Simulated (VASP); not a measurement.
# Ti (Fm-3m) in VASP: a series of runs, part 2 of 2

VASP 6.6.1. The steps go on from the part before.

### Step 3. Relaxation of cell and atoms, PBE+D3(BJ)

This run uses another cell than the first one, of 16.73 Å³/atom, 1.017 times its volume.

Contents of INCAR:

```
SYSTEM = Ti
PREC     = Accurate       ! precision mode
ENCUT    = 600            ! plane-wave cutoff, eV
EDIFF    = 1E-6           ! SCF threshold, eV
ISMEAR   = 0              ! smearing method
SIGMA    = 0.1            ! smearing width, eV
LREAL    = .False.        ! projectors in reciprocal space
LASPH    = .True.         ! aspherical terms in the spheres
NELM     = 80             ! most SCF steps
ALGO     = Normal         ! electronic algorithm
ISIF     = 3              ! what is computed and relaxed
LWAVE    = .False.        ! write WAVECAR
LCHARG   = .False.        ! write CHGCAR
GGA      = PE             ! functional
IVDW     = 12             ! dispersion correction
IBRION   = 2              ! ionic algorithm
NSW      = 100            ! ionic steps
EDIFFG   = -0.005         ! ionic threshold
```

Contents of KPOINTS:

```
regular mesh
0
Gamma
  18 18 18
  0 0 0
```

Contents of POSCAR:

```
Ti
1.0
    0.0000000000      2.0300000000      2.0300000000
    2.0300000000      0.0000000000      2.0300000000
    2.0300000000      2.0300000000      0.0000000000
Ti
1
Direct
    0.0000000000      0.0000000000      0.0000000000
```

Potentials or basis: VASP PAW PBE potentials, release 64 (Ti_sv).

Started as:

```
$ cat potpaw_PBE.64/Ti_sv/POTCAR > POTCAR
$ mpirun -np 1 vasp_std > vasp.out
```

OUTCAR:

```text
SYSTEM = Ti
   PREC = Accurate
   ENCUT = 600
   EDIFF = 1E-6
   ISMEAR = 0
   LREAL = .False.
   LASPH = .True.
   NELM = 80
   ISIF = 3
   GGA = PE
   IVDW = 12
   IBRION = 2
   NSW = 100
   EDIFFG = -0.005
 IVDW          = 12

 ion  position               nearest neighbor table
   1  0.000  0.000  0.000-

  LATTYP: Found a face centered cubic cell.
 ALAT       =     4.0600000000

  Lattice vectors:

 A1 = (   0.0000000000,   2.0300000000,   2.0300000000)
 A2 = (   2.0300000000,   0.0000000000,   2.0300000000)
 A3 = (   2.0300000000,   2.0300000000,   0.0000000000)

Analysis of symmetry for initial positions (statically):
=====================================================================
 Subroutine PRICEL returns:
 Original cell was already a primitive cell.

 Routine SETGRP: Setting up the symmetry group for a
 face centered cubic supercell.

 Subroutine GETGRP returns: Found 48 space group operations
 (whereof 48 operations were pure point group operations)
 out of a pool of 48 trial point group operations.

The static configuration has the point symmetry O_h .

Analysis of symmetry for dynamics (positions and initial velocities):
=====================================================================
 Subroutine PRICEL returns:
 Original cell was already a primitive cell.

 Routine SETGRP: Setting up the symmetry group for a
 face centered cubic supercell.

 Subroutine GETGRP returns: Found 48 space group operations
 (whereof 48 operations were pure point group operations)
 out of a pool of 48 trial point group operations.

The dynamic configuration has the point symmetry O_h .

 Subroutine INISYM returns: Found 48 space group operations
 (whereof 48 operations are pure point group operations),
 and found     1 'primitive' translations

----------------------------------------------------------------------------------------

                                     Primitive cell

  volume of cell :      16.7309

  direct lattice vectors                    reciprocal lattice vectors
[... 97 lines left out ...]
   NUPDOWN=      -1.0000    fix difference up-down
   EMIN   =  10.00;   EMAX   =-10.00  energy-range for DOS
   EFERMI =   0.00;   METHOD = LEGACY
   ISMEAR =     0;   SIGMA  =   0.10  broadening in eV -4-tet -1-fermi 0-gaus
   EFERMI_NEDOS =   21; number of points for ismear=-14 and -15
   IALGO  =     38    algorithm
   IMIX   =      4    mixing-type and parameters
     AMIX     =   0.40;   BMIX     =  1.00
     AMIX_MAG =   1.60;   BMIX_MAG =  1.00
  volume/ion in A,a.u.               =      16.73       112.91
  Fermi-wavevector in a.u.,A,eV,Ry     =   1.465421  2.769245 29.217967  2.147460
  Thomas-Fermi vector in A             =   2.581280
   LORBIT       =      0    0 simple, 1 ext, 2 COOP (PROOUT), +10 PAW based schemes
   GGA     = PE    functional components
   LHFCALC =     F    Hartree Fock is set to
   AEXX    =    0.0000 exact exchange contribution
   IVDW    =    12    specifies the selected vdW correction
   LEPSILON=     F    determine dielectric tensor
   LRPA    =     F    only Hartree local field effects (RPA)
 conjugate gradient relaxation of ions
 non-spin polarized calculation
 Gauss-broadening in eV      SIGMA  =   0.10
  energy-cutoff  :      600.00
  volume of cell :       16.73
 maximum number of plane-waves:       568
   NGX = 11   NGY = 11   NGZ = 11

--------------------------------------- Ionic step        1  -------------------------------------------

 number of electron      12.0000002 magnetization

 Free energy of the ion-electron system (eV)
  ---------------------------------------------------
  ext. energy  EPLUGINS =         0.00000000
  ---------------------------------------------------
  free energy    TOTEN  =        -7.77409087 eV

  energy without entropy =       -7.76557465  energy(sigma->0) =       -7.76983276

------------------------ aborting loop because EDIFF is reached ----------------------------------------

 Edisp (eV)   -0.62562

 E8    (eV) :    -0.2971
[... 69 lines left out ...]
--------------------------------------- Ionic step        3  -------------------------------------------

 number of electron      12.0000001 magnetization

 Free energy of the ion-electron system (eV)
  ---------------------------------------------------
  ext. energy  EPLUGINS =         0.00000000
  ---------------------------------------------------
  free energy    TOTEN  =        -7.76336568 eV

  energy without entropy =       -7.75503459  energy(sigma->0) =       -7.75920014

 E-fermi :   8.8443     XC(G=0): -11.7696

 val. band max:        8.8430075023   @ k =  -0.3333   0.3333   0.1111
 cond. band min:       8.8452740178   @ k =  -0.1111   0.1667   0.0556
 fundamental gap:      0.0022665155
 Fermi energy:         8.8443363795

 k-point     1 :       0.0000    0.0000    0.0000
  band No.  band energies     occupation
      1     -47.7718      2.00000
      2     -23.5597      2.00000
      3     -23.5597      2.00000
      4     -23.5597      2.00000
      5       2.6136      2.00000
      6       9.7519      0.00000
      7       9.7519      0.00000
      8       9.7519      0.00000
      9      11.5149      0.00000
     10      11.5149      0.00000
[... 287 lines left out ...]
 k-point    24 :      -0.2222    0.0556    0.0000
  band No.  band energies     occupation
      1     -47.6969      2.00000
      2     -23.9489      2.00000
      3     -23.6341      2.00000
      4     -23.5996      2.00000
      5       4.4467      2.00000
      6       8.8887      0.53062
      7       9.9986      0.00000
      8      10.1049      0.00000
      9      11.2974      0.00000
     10      11.8199      0.00000

 [... further k-points ...]

------------------------ aborting loop because EDIFF is reached ----------------------------------------

 Edisp (eV)   -0.63863

 E8    (eV) :    -0.3033
[... 24 lines left out ...]
  FREE ENERGIE OF THE ION-ELECTRON SYSTEM (eV)
  ---------------------------------------------------
  free  energy   TOTEN  =        -8.4019938125 eV

  energy  without entropy=       -8.3936627246  energy(sigma->0) =       -8.39782827

 reached required accuracy - stopping structural energy minimisation
```

OSZICAR:

```text
N       E                     dE             d eps       ncg     rms          rms(c)
DAV:   1     0.828100416277E+02    0.82810E+02   -0.75196E+03  3900   0.162E+03
DAV:   2    -0.412537218379E+01   -0.86935E+02   -0.85476E+02  3986   0.331E+02
DAV:   3    -0.858936236629E+01   -0.44640E+01   -0.44091E+01  5300   0.770E+01
[... 25 lines left out ...]
DAV:   4    -0.776263962126E+01   -0.80026E-03   -0.16906E-03  5522   0.265E-01    0.753E-02
DAV:   5    -0.776331700931E+01   -0.67739E-03   -0.14285E-03  5300   0.203E-01    0.412E-02
DAV:   6    -0.776334997952E+01   -0.32970E-04   -0.73448E-05  4230   0.801E-02    0.218E-02
DAV:   7    -0.776336547777E+01   -0.15498E-04   -0.32786E-05  4856   0.595E-02    0.391E-03
DAV:   8    -0.776336568227E+01   -0.20450E-06   -0.40997E-06  4186   0.158E-02
   3 F= -.84019938E+01 E0= -.83978283E+01  d E =-.227805E-02
```

Wall time 80 s (1 thread of AMD EPYC 7R43 (Zen 3), shared host); peak memory 0.15 GiB.

What came out:

```yaml
Free_energy: -8.4020 eV
Relaxed_volume: 16.40 Å³/atom
Relaxed_cell: a = 2.852 Å, b = 2.852 Å, c = 2.852 Å, α = 60.00°, β = 60.00°, γ = 60.00°
Space_group_after_relaxing_to_0.05_Å: Fm-3m (No. 225)
Energy_gained_by_relaxing: 2.3 meV/atom
Ionic_steps: 3
Pressure_after_relaxing: 0.0 GPa
Band_gap_on_the_k_mesh: zero (band 6 reaches 9.75 eV, above the bottom of band 7 at 8.39 eV)
Dispersion_energy_per_atom: -0.639 eV
```

Step by step:
| step | energy change (eV) | largest force (eV/Å) | pressure (GPa) | volume (Å³) |
| --- | --- | --- | --- | --- |
| 1 | 0.0000 | 0.0000 | -2.18 | 16.73 |
| 2 | -0.0012 | 0.0000 | 1.53 | 16.19 |
| 3 | -0.0023 | 0.0000 | -0.02 | 16.40 |

Final structure:
```
Ti
1.0
     0.00000    2.01670    2.01670
     2.01670    0.00000    2.01670
     2.01670    2.01670    0.00000
Ti
1
Direct
  0.00000 0.00000 0.00000
```

Caveat: pairwise dispersion overbinds metals, which lowers pressure and volume.
